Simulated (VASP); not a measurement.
# RbSr (Pmmn) in VASP: single point with PBE

Aim: the single point of RbSr with PBE.

Program: VASP 6.6.1. These are calculated values, not measurements. Logs are shortened: lines on timing, memory, paths and dates and some standing lists are left out, and cuts for length are marked.

## 1. The cell of the first run

The structure is orthorhombic, space group Pmmn (No. 59). Conventional cell: a = 4.479 Å, b = 6.549 Å, c = 9.424 Å, α = 90.00°, β = 90.00°, γ = 90.00°. Rb (site symmetry mm2) has 6 Sr at 4.38 to 5.04 Å and 6 Rb at 4.48 to 4.69 Å within 5.7 Å. Sr (site symmetry mm2) has 6 Sr at 4.38 to 4.48 Å and 6 Rb at 4.38 to 5.04 Å within 5.7 Å.

## 2. Single point, PBE

Input file INCAR:

```
PREC = Accurate ; ENCUT = 520
EDIFF = 1E-6 ; ISMEAR = 0
SIGMA = 0.1 ; LREAL = False
LASPH = True ; NELM = 100
ALGO = Fast ; ISIF = 2
LWAVE = False ; LCHARG = True
GGA = PE ; LELF = True
LVHAR = True ; NBANDS = 27
```

Input file KPOINTS:

```
Automatic mesh
0
Gamma
  4 4 2
```

Input file POSCAR:

```
RbSr
1.0
    4.4787154053      0.0000000000      0.0000000000
    0.0000000000      6.5488501329      0.0000000000
    0.0000000000      0.0000000000      9.4238830448
Rb Sr
2 2
Direct
    0.0000000000      0.0000000000      0.6328480681
    0.5000000000      0.5000000000      0.3671519319
    0.0000000000      0.0000000000      0.0979756835
    0.5000000000      0.5000000000      0.9020243165
```

Potentials or basis: VASP PAW PBE potentials, release 64 (Rb_sv, Sr_sv).

On the command line:

```console
$ cat potpaw_PBE.64/Rb_sv/POTCAR potpaw_PBE.64/Sr_sv/POTCAR > POTCAR
$ mpirun -np 1 vasp_std > vasp.out
```

OUTCAR:

```text
PREC = Accurate
   ENCUT = 520
   EDIFF = 1E-6
   ISMEAR = 0
   LREAL = False
   LASPH = True
   NELM = 100
   ISIF = 2
   GGA = PE

 ion  position               nearest neighbor table
   1  0.000  0.000  0.633-   3 4.38   2 4.69   2 4.69   2 4.69   2 4.69   4 4.71   4 4.71   4 4.71
                             4 4.71   3 5.04
   2  0.500  0.500  0.367-   4 4.38   1 4.69   1 4.69   1 4.69   1 4.69   3 4.71   3 4.71   3 4.71
                             3 4.71   4 5.04
   3  0.000  0.000  0.098-   4 4.38   4 4.38   4 4.38   4 4.38   1 4.38   2 4.71   2 4.71   2 4.71
                             2 4.71   1 5.04
   4  0.500  0.500  0.902-   3 4.38   3 4.38   3 4.38   3 4.38   2 4.38   1 4.71   1 4.71   1 4.71
                             1 4.71   2 5.04

  LATTYP: Found a simple orthorhombic cell.
 ALAT       =     4.4787154053
 B/A-ratio  =     1.4622161804
 C/A-ratio  =     2.1041486659

  Lattice vectors:

 A1 = (   4.4787154053,   0.0000000000,   0.0000000000)
 A2 = (   0.0000000000,   6.5488501329,   0.0000000000)
 A3 = (   0.0000000000,   0.0000000000,   9.4238830448)

Analysis of symmetry for initial positions (statically):
=====================================================================
 Subroutine PRICEL returns:
 Original cell was already a primitive cell.

 Routine SETGRP: Setting up the symmetry group for a
 simple orthorhombic supercell.

 Subroutine GETGRP returns: Found  8 space group operations
 (whereof  4 operations were pure point group operations)
 out of a pool of  8 trial point group operations.

The static configuration has the point symmetry C_2v.
 The point group associated with its full space group is D_2h.

Analysis of symmetry for dynamics (positions and initial velocities):
=====================================================================
 Subroutine PRICEL returns:
 Original cell was already a primitive cell.

 Routine SETGRP: Setting up the symmetry group for a
 simple orthorhombic supercell.

 Subroutine GETGRP returns: Found  8 space group operations
 (whereof  4 operations were pure point group operations)
 out of a pool of  8 trial point group operations.

The dynamic configuration has the point symmetry C_2v.
 The point group associated with its full space group is D_2h.

 Subroutine INISYM returns: Found  8 space group operations
 (whereof  4 operations are pure point group operations),
 and found     1 'primitive' translations

----------------------------------------------------------------------------------------

                                     Primitive cell

  volume of cell :     276.4066

  direct lattice vectors                    reciprocal lattice vectors
     4.478715405  0.000000000  0.000000000     0.223278309  0.000000000  0.000000000
     0.000000000  6.548850133  0.000000000     0.000000000  0.152698562  0.000000000
     0.000000000  0.000000000  9.423883045     0.000000000  0.000000000  0.106113371

  length of vectors
     4.478715405  6.548850133  9.423883045     0.223278309  0.152698562  0.106113371

  position of ions in fractional coordinates (direct lattice)
     0.000000000  0.000000000  0.632848068
     0.500000000  0.500000000  0.367151932
     0.000000000  0.000000000  0.097975684
     0.500000000  0.500000000  0.902024316

  ion indices of the primitive-cell ions
   primitive index   ion index
                 1           1
                 2           2
                 3           3
                 4           4

----------------------------------------------------------------------------------------

 KPOINTS: Automatic mesh

Automatic generation of k-mesh.
 Grid dimensions read from file:
 generate k-points for:    4    4    2

 Generating k-lattice:

  Cartesian coordinates                     Fractional coordinates (reciprocal lattice)
     0.055819577  0.000000000  0.000000000     0.250000000  0.000000000  0.000000000
     0.000000000  0.038174641  0.000000000     0.000000000  0.250000000  0.000000000
     0.000000000  0.000000000  0.053056686     0.000000000  0.000000000  0.500000000

  Length of vectors
     0.055819577  0.038174641  0.053056686

  Shift w.r.t. Gamma in fractional coordinates (k-lattice)
     0.000000000  0.000000000  0.000000000

 Subroutine IBZKPT returns following result:
 ===========================================

 Found     18 irreducible k-points:

 Following reciprocal coordinates:
            Coordinates               Weight
  0.000000  0.000000  0.000000      1.000000
  0.250000  0.000000  0.000000      2.000000
  0.500000  0.000000  0.000000      1.000000
  0.000000  0.250000  0.000000      2.000000
  0.250000  0.250000  0.000000      4.000000
  0.500000  0.250000  0.000000      2.000000
[... 10 lines left out ...]
  0.250000  0.500000  0.500000      2.000000
  0.500000  0.500000  0.500000      1.000000
   k-points           NKPTS =     18   k-points in BZ     NKDIM =     18   number of bands    NBANDS=     27
   number of dos      NEDOS =    301   number of ions     NIONS =      4
   total plane-waves  NPLWV = 126000
   dimension x,y,z NGX =    36 NGY =   50 NGZ =   70
   dimension x,y,z NGXF=    72 NGYF=  100 NGZF=  140
   ions per type =               2   2
   NGX,Y,Z   is equivalent  to a cutoff of  13.36, 12.69, 12.35 a.u.
   NGXF,Y,Z  is equivalent  to a cutoff of  26.73, 25.39, 24.70 a.u.
 SYSTEM =  unknown system
   PREC   = accura    normal or accurate (medium, high low for compatibility)
   ISTART =      0    job   : 0-new  1-cont  2-samecut
   ICHARG =      2    charge: 1-file 2-atom 10-const
   ISPIN  =      1    spin polarized calculation?
   LNONCOLLINEAR =      F non collinear calculations
   LSORBIT =      F    spin-orbit coupling
   LASPH  =      T    aspherical Exc in radial PAW
   ENCUT  =  520.0 eV  38.22 Ry    6.18 a.u.   8.33 12.18 17.52*2*pi/ulx,y,z
   NELM   =    100;   NELMIN=  2; NELMDL= -5     # of ELM steps
   EDIFF  = 0.1E-05   stopping-criterion for ELM
   LREAL  =      F    real-space projection
   EDIFFG = 0.1E-04   stopping-criterion for IOM
   NSW    =      0    number of steps for IOM
   IBRION =     -1    ionic relax: 0-MD 1-quasi-New 2-CG
   NFREE  =      0    steps in history (QN), initial steepest desc. (CG)
   ISIF   =      2    stress and relaxation
   ISYM   =      2    0-nonsym 1-usesym 2-fastsym
   POTIM  = 0.5000    time-step for ionic-motion
   TEBEG  =    0.0;   TEEND  =   0.0 temperature during run
   PSTRESS=    0.0 pullay stress
   NELECT =      38.0000    total number of electrons
   NUPDOWN=      -1.0000    fix difference up-down
   EMIN   =  10.00;   EMAX   =-10.00  energy-range for DOS
   EFERMI =   0.00;   METHOD = LEGACY
   ISMEAR =     0;   SIGMA  =   0.10  broadening in eV -4-tet -1-fermi 0-gaus
   EFERMI_NEDOS =   21; number of points for ismear=-14 and -15
   IALGO  =     68    algorithm
   IMIX   =      4    mixing-type and parameters
     AMIX     =   0.40;   BMIX     =  1.00
     AMIX_MAG =   1.60;   BMIX_MAG =  1.00
  volume/ion in A,a.u.               =      69.10       466.32
  Fermi-wavevector in a.u.,A,eV,Ry     =   0.844928  1.596683  9.713253  0.713904
  Thomas-Fermi vector in A             =   1.960035
   LORBIT       =      0    0 simple, 1 ext, 2 COOP (PROOUT), +10 PAW based schemes
   GGA     = PE    functional components
   LHFCALC =     F    Hartree Fock is set to
   AEXX    =    0.0000 exact exchange contribution
   IVDW    =     0    specifies the selected vdW correction
   LEPSILON=     F    determine dielectric tensor
   LRPA    =     F    only Hartree local field effects (RPA)
 non-spin polarized calculation
 RMM-DIIS sequential band-by-band and
 Gauss-broadening in eV      SIGMA  =   0.10
  energy-cutoff  :      520.00
  volume of cell :      276.41
 maximum number of plane-waves:      7467
 NGX is ok and might be reduce to    36
   NGX = 17   NGY = 25   NGZ = 35

 number of electron      38.0000001 magnetization

 Free energy of the ion-electron system (eV)
  ---------------------------------------------------
  ext. energy  EPLUGINS =         0.00000000
  ---------------------------------------------------
  free energy    TOTEN  =        -4.71267775 eV

  energy without entropy =       -4.70066395  energy(sigma->0) =       -4.70667085

 E-fermi :   0.7109     XC(G=0):  -6.4164

 val. band max:        0.6724177482   @ k =   0.5000   0.0000   0.5000
 cond. band min:       0.7209559130   @ k =   0.0000   0.0000   0.5000
 fundamental gap:      0.0485381648
 Fermi energy:         0.7108778701

 k-point     1 :       0.0000    0.0000    0.0000
  band No.  band energies     occupation
      1     -36.3592      2.00000
      2     -36.3530      2.00000
      3     -27.8221      2.00000
      4     -27.8148      2.00000
      5     -18.3529      2.00000
      6     -18.3427      2.00000
[... 19 lines left out ...]
     26       2.7853      0.00000
     27       3.0672      0.00000

 k-point     2 :       0.2500    0.0000    0.0000
  band No.  band energies     occupation
      1     -36.3572      2.00000
      2     -36.3527      2.00000
      3     -27.8177      2.00000
      4     -27.8125      2.00000
      5     -18.3504      2.00000
      6     -18.3418      2.00000
[... 19 lines left out ...]
     26       2.6507      0.00000
     27       2.7532      0.00000

 k-point     3 :       0.5000    0.0000    0.0000
  band No.  band energies     occupation
      1     -36.3538      2.00000
      2     -36.3538      2.00000
      3     -27.8117      2.00000
      4     -27.8117      2.00000
      5     -18.3516      2.00000
      6     -18.3516      2.00000
[... 19 lines left out ...]
     26       2.4254      0.00000
     27       2.5614      0.00000

 k-point     4 :       0.0000    0.2500    0.0000
  band No.  band energies     occupation
      1     -36.3583      2.00000
      2     -36.3539      2.00000
      3     -27.8210      2.00000
      4     -27.8158      2.00000
      5     -18.3551      2.00000
      6     -18.3549      2.00000
[... 19 lines left out ...]
     26       3.0398      0.00000
     27       3.3773      0.00000
[... 336 lines left out ...]
      4     -27.8184      2.00000
      5     -18.3581      2.00000
      6     -18.3581      2.00000
[... 19 lines left out ...]
     26       2.4853      0.00000
     27       3.1356      0.00000

 k-point    17 :       0.2500    0.5000    0.5000
  band No.  band energies     occupation
      1     -36.3550      2.00000
      2     -36.3550      2.00000
      3     -27.8151      2.00000
      4     -27.8151      2.00000
      5     -18.3510      2.00000
      6     -18.3510      2.00000
[... 19 lines left out ...]
     26       2.3576      0.00000
     27       2.7375      0.00000

 k-point    18 :       0.5000    0.5000    0.5000
  band No.  band energies     occupation
      1     -36.3538      2.00000
      2     -36.3538      2.00000
      3     -27.8117      2.00000
      4     -27.8117      2.00000
      5     -18.3453      2.00000
      6     -18.3453      2.00000
[... 19 lines left out ...]
     26       2.4729      0.00000
     27       2.9451      0.00000

------------------------ aborting loop because EDIFF is reached ----------------------------------------

  FORCE on cell =-STRESS in cart. coord.  units (eV):
  Direction    XX          YY          ZZ          XY          YZ          ZX
  --------------------------------------------------------------------------------------
  -------------------------------------------------------------------------------------
  Total       -0.1980426     -0.1205569      0.6628929      0.0000000      0.0000000      0.0000000
  in kB       -1.1479443     -0.6988021      3.8424266      0.0000000      0.0000000      0.0000000
  external PRESSURE =       0.6652267 kB  Pullay stress =       0.0000000 kB

 VOLUME and BASIS-vectors are now :
 -----------------------------------------------------------------------------
  energy-cutoff  :      520.00
  volume of cell :      276.41
      direct lattice vectors                 reciprocal lattice vectors
     4.478715405  0.000000000  0.000000000     0.223278309  0.000000000  0.000000000
     0.000000000  6.548850133  0.000000000     0.000000000  0.152698562  0.000000000
     0.000000000  0.000000000  9.423883045     0.000000000  0.000000000  0.106113371

 POSITION                                       TOTAL-FORCE (eV/Angst)
 -----------------------------------------------------------------------------------
      0.00000      0.00000      5.96389         0.000000      0.000000     -0.000917
      2.23936      3.27443      3.46000         0.000000      0.000000      0.000917
      0.00000      0.00000      0.92331         0.000000      0.000000     -0.005531
      2.23936      3.27443      8.50057         0.000000      0.000000      0.005531
 -----------------------------------------------------------------------------------
    total drift:                                0.000000      0.000000      0.000000

  FREE ENERGIE OF THE ION-ELECTRON SYSTEM (eV)
  ---------------------------------------------------
  free  energy   TOTEN  =        -4.7126777482 eV

  energy  without entropy=       -4.7006639455  energy(sigma->0) =       -4.70667085
```

Run time: 16 min. Hardware: 1 thread of Intel Xeon 8259CL, shared host; peak memory 0.43 GiB.

What came out:

| Property | Result |
| --- | --- |
| Free energy | -4.7127 eV |
| Pressure | 0.1 GPa |
| Largest force | 0.006 eV/Å |
| Band gap on the k mesh | zero (bands 19 and 20 overlap by 1.14 eV) |

Forces in eV/Å, atoms in the order of the input:
```
Rb   0.000  0.000 -0.001
Rb   0.000  0.000  0.001
Sr   0.000  0.000 -0.006
Sr   0.000  0.000  0.006
```

Stress tensor (GPa, compression positive):
```
-0.11  0.00  0.00
 0.00 -0.07  0.00
 0.00  0.00  0.38
```

The gap in the log of VASP goes by the Fermi energy; the results here count the filled bands.